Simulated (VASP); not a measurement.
# GdN (Fm-3m) in VASP: further runs

GdN is run at these levels: PBEsol+U; tasks: single point.

All numbers are computed with VASP 6.6.1; they aren't measurements. Logs are shortened: lines on timing, memory, paths and dates and some standing lists are left out, and cuts for length are marked.

## Step 1: The cell of the first run

The structure is cubic, space group Fm-3m (No. 225). Conventional cell: a = 4.943 Å, b = 4.943 Å, c = 4.943 Å, α = 90.00°, β = 90.00°, γ = 90.00°. Within 3.3 Å of Gd (site symmetry m-3m) lie 6 N at 2.47 Å. Within 3.3 Å of N (site symmetry m-3m) lie 6 Gd at 2.47 Å.

## Step 2: Single point, PBEsol+U, collinear spin

Contents of INCAR:

```
ALGO = Normal ; EDIFF = 1E-6
ENCUT = 600 ; GGA = PS
GGA_COMPAT = False ; ISIF = 2
ISMEAR = 0 ; ISPIN = 2
LASPH = True ; LCHARG = True
LDAU = True ; LDAUJ = 0 0
LDAUL = 3 -1 ; LDAUPRINT = 1
LDAUTYPE = 2 ; LDAUU = 6 0
LELF = True ; LMAXMIX = 6
LORBIT = 11 ; LREAL = False
LVHAR = True ; LWAVE = False
MAGMOM = 7.63 -0.15 ; NBANDS = 22
NELM = 200 ; PREC = Accurate
SIGMA = 0.1
```

Contents of KPOINTS:

```
k-points
0
Gamma
  14 14 14
```

Contents of POSCAR:

```
GdN
1.0
    0.0000000000      2.4717339584      2.4717339584
    2.4717339584      0.0000000000      2.4717339584
    2.4717339584      2.4717339584      0.0000000000
Gd N
1 1
Direct
    0.0000000000      0.0000000000      0.0000000000
    0.5000000000      0.5000000000      0.5000000000
```

Potentials or basis: VASP PAW PBE potentials, release 64 (Gd, N).

On the command line:

```bash
$ cat potpaw_PBE.64/Gd/POTCAR potpaw_PBE.64/N/POTCAR > POTCAR
$ mpirun -np 1 vasp_std > vasp.out
```

OUTCAR:

```text
EDIFF = 1E-6
   ENCUT = 600
   GGA = PS
   ISIF = 2
   ISMEAR = 0
   ISPIN = 2
   LASPH = True
   LORBIT = 11
   LREAL = False
   NELM = 200
   PREC = Accurate

 ion  position               nearest neighbor table
   1  0.000  0.000  0.000-   2 2.47   2 2.47   2 2.47   2 2.47   2 2.47   2 2.47
   2  0.500  0.500  0.500-   1 2.47   1 2.47   1 2.47   1 2.47   1 2.47   1 2.47

  LATTYP: Found a face centered cubic cell.
 ALAT       =     4.9434679168

  Lattice vectors:

 A1 = (   0.0000000000,   2.4717339584,   2.4717339584)
 A2 = (   2.4717339584,   0.0000000000,   2.4717339584)
 A3 = (   2.4717339584,   2.4717339584,   0.0000000000)

Analysis of symmetry for initial positions (statically):
=====================================================================
 Subroutine PRICEL returns:
 Original cell was already a primitive cell.

 Routine SETGRP: Setting up the symmetry group for a
 face centered cubic supercell.

 Subroutine GETGRP returns: Found 48 space group operations
 (whereof 48 operations were pure point group operations)
 out of a pool of 48 trial point group operations.

The static configuration has the point symmetry O_h .

Analysis of symmetry for dynamics (positions and initial velocities):
=====================================================================
 Subroutine PRICEL returns:
 Original cell was already a primitive cell.

 Routine SETGRP: Setting up the symmetry group for a
 face centered cubic supercell.

 Subroutine GETGRP returns: Found 48 space group operations
 (whereof 48 operations were pure point group operations)
 out of a pool of 48 trial point group operations.

The dynamic configuration has the point symmetry O_h .

Analysis of structural, dynamic, and magnetic symmetry:
=====================================================================
 Subroutine PRICEL returns:
[... 185 lines left out ...]
  o =  0.9900  v =  0.0000 -0.0000  0.0000  0.0000  0.7905 -0.0101  0.6123  0.0000  0.0000  0.0000  0.0000  0.0000  0.0000  0.0000      0.0000  0.0000  0.0000  0.0000  0.0000  0.0000  0.0000  0.0000  0.0000  0.0000  0.0000  0.0000  0.0000  0.0000
  o =  0.9900  v =  0.0000  0.0000  0.0000 -0.0000 -0.0080 -0.9999 -0.0062  0.0000  0.0000  0.0000  0.0000  0.0000  0.0000  0.0000      0.0000  0.0000  0.0000  0.0000  0.0000  0.0000  0.0000  0.0000  0.0000  0.0000  0.0000  0.0000  0.0000  0.0000
  o =  0.9900  v = -0.6124  0.0000  0.7906 -0.0000 -0.0000  0.0000  0.0000  0.0000  0.0000  0.0000  0.0000  0.0000  0.0000  0.0000      0.0000  0.0000  0.0000  0.0000  0.0000  0.0000  0.0000  0.0000  0.0000  0.0000  0.0000  0.0000  0.0000  0.0000
  o =  0.9924  v =  0.0000  0.0000 -0.0000 -0.0623 -0.6112 -0.0000  0.7890  0.0000  0.0000  0.0000  0.0000  0.0000  0.0000  0.0000      0.0000  0.0000  0.0000  0.0000  0.0000  0.0000  0.0000  0.0000  0.0000  0.0000  0.0000  0.0000  0.0000  0.0000
  o =  0.9924  v =  0.0000  0.0000 -0.0000 -0.9981  0.0381  0.0000 -0.0492  0.0000  0.0000  0.0000  0.0000  0.0000  0.0000  0.0000      0.0000  0.0000  0.0000  0.0000  0.0000  0.0000  0.0000  0.0000  0.0000  0.0000  0.0000  0.0000  0.0000  0.0000
  o =  0.9924  v = -0.7906 -0.0000 -0.6124  0.0000  0.0000 -0.0000 -0.0000  0.0000  0.0000  0.0000  0.0000  0.0000  0.0000  0.0000      0.0000  0.0000  0.0000  0.0000  0.0000  0.0000  0.0000  0.0000  0.0000  0.0000  0.0000  0.0000  0.0000  0.0000

 number of electron      23.0000004 magnetization       6.9999302

 Free energy of the ion-electron system (eV)
  ---------------------------------------------------
  ext. energy  EPLUGINS =         0.00000000
  ---------------------------------------------------
  free energy    TOTEN  =       -23.65241008 eV

  energy without entropy =      -23.65211949  energy(sigma->0) =      -23.65226479

 E-fermi :   3.8265     XC(G=0): -11.9334

 val. band max:        3.7696674951   @ k =   0.0714   0.0000   0.0000
 cond. band min:       3.8558018199   @ k =   0.0714   0.0714   0.0000
 fundamental gap:      0.0861343248
 Fermi energy:         3.8265192108

 spin component 1

 k-point     1 :       0.0000    0.0000    0.0000
  band No.  band energies     occupation
      1     -39.7417      1.00000
      2     -16.7185      1.00000
      3     -16.7185      1.00000
      4     -16.7185      1.00000
      5      -9.0987      1.00000
      6      -2.3061      1.00000
[... 1193 lines left out ...]
     21      13.5949      0.00000
     22      19.4855      0.00000

 [... further k-points ...]

------------------------ aborting loop because EDIFF is reached ----------------------------------------

  FORCE on cell =-STRESS in cart. coord.  units (eV):
  Direction    XX          YY          ZZ          XY          YZ          ZX
  --------------------------------------------------------------------------------------
  -------------------------------------------------------------------------------------
  Total        0.0727510      0.0727510      0.0727510      0.0000000      0.0000000     -0.0000000
  in kB        3.8593525      3.8593525      3.8593525      0.0000000      0.0000000     -0.0000000
  external PRESSURE =       3.8593525 kB  Pullay stress =       0.0000000 kB

 VOLUME and BASIS-vectors are now :
 -----------------------------------------------------------------------------
  energy-cutoff  :      600.00
  volume of cell :       30.20
      direct lattice vectors                 reciprocal lattice vectors
     0.000000000  2.471733958  2.471733958    -0.202287143  0.202287143  0.202287143
     2.471733958  0.000000000  2.471733958     0.202287143 -0.202287143  0.202287143
     2.471733958  2.471733958  0.000000000     0.202287143  0.202287143 -0.202287143

 POSITION                                       TOTAL-FORCE (eV/Angst)
 -----------------------------------------------------------------------------------
      0.00000      0.00000      0.00000        -0.000000      0.000000     -0.000000
      2.47173      2.47173      2.47173         0.000000     -0.000000      0.000000
 -----------------------------------------------------------------------------------
    total drift:                                0.000000      0.000000      0.000000

  FREE ENERGIE OF THE ION-ELECTRON SYSTEM (eV)
  ---------------------------------------------------
  free  energy   TOTEN  =       -23.6524100842 eV

  energy  without entropy=      -23.6521194869  energy(sigma->0) =      -23.65226479

 total charge

# of ion       s       p       d       f       tot
--------------------------------------------------
    1        2.035   5.654   0.564   6.972  15.225
    2        1.241   2.376   0.000   0.000   3.618
--------------------------------------------------
tot          3.276   8.030   0.564   6.972  18.842

 magnetization (x)

# of ion       s       p       d       f       tot
--------------------------------------------------
    1       -0.004  -0.075   0.072   6.888   6.881
    2       -0.010  -0.107   0.000   0.000  -0.116
--------------------------------------------------
tot         -0.014  -0.182   0.072   6.888   6.765
```

stdout:

```text
POSCAR found type information on POSCAR GdN
 POSCAR found :  2 types and       2 ions
 scaLAPACK will be used
 -----------------------------------------------------------------------------
|                                                                             |
|                                                                             |
|     You enforced a specific xc type in the INCAR file but a different       |
|     I HOPE YOU KNOW WHAT YOU ARE DOING!                                     |
|                                                                             |
 -----------------------------------------------------------------------------

 LDA part: xc-table for (Slater+PW92), standard interpolation
 POSCAR, INCAR and KPOINTS ok, starting setup
 FFT: planning ... GRIDC
 FFT: planning ... GRID_SOFT
 FFT: planning ... GRID
 WAVECAR not read
 entering main loop
```

Wall time 6.6 min (1 thread of Oxide Virtual Turin-like, shared host); peak memory 0.25 GiB.

What came out:

```
Free energy                                           : -23.6524 eV
Pressure                                              : 0.4 GPa
Band gap on the k mesh                                : zero (filled and empty bands overlap)
Net moment                                            : 7.00 μB per cell
Site moments                                          : Gd +6.88; N -0.12 μB
Valence electrons inside the program's atomic spheres : Gd 15.22; N 3.62
```

Levels at points of the mesh, in eV from the Fermi level:
Spin up:
| k point | band 13 | band 14 | band 15 | band 16 | band 17 | band 18 |
| --- | --- | --- | --- | --- | --- | --- |
| (0.00, 0.00, 0.00) | 0.18 | 0.18 | 0.18 | 2.55 | 2.55 | 2.55 |
| (0.50, 0.00, 0.00) | -4.40 | -2.55 | -2.55 | 5.32 | 6.08 | 6.08 |
| (0.50, 0.50, 0.00) | -1.28 | -0.51 | -0.19 | -0.19 | 6.71 | 6.88 |
Spin down:
```csv
k point,band 6,band 7,band 8,band 9,band 10,band 11
"(0.00, 0.00, 0.00)",-0.44,-0.44,-0.44,3.35,3.35,3.35
"(0.50, 0.00, 0.00)",-4.14,-2.46,-2.46,4.54,4.96,4.96
"(0.50, 0.50, 0.00)",-0.96,-0.48,-0.48,0.13,5.03,5.07
```

Eigenvalues of the final occupation matrices:
| site | spin | trace | eigenvalues |
| --- | --- | --- | --- |
| site 1 f | 1 | 6.94 | 0.99 0.99 0.99 0.99 0.99 0.99 0.99 |
| site 1 f | 2 | 0.04 | 0.00 0.00 0.00 0.00 0.01 0.01 0.01 |

Caveat: the PAW data sets were made with another functional, which shifts forces and pressure a little; spin-orbit coupling is left out, which moves the levels of the heavy elements; a cell with one magnetic atom can't hold antiferromagnetic order, which such compounds often take.

(Part 1 of 2 ends here.)

The gap in the log of VASP goes by the Fermi energy; the results here count the filled bands.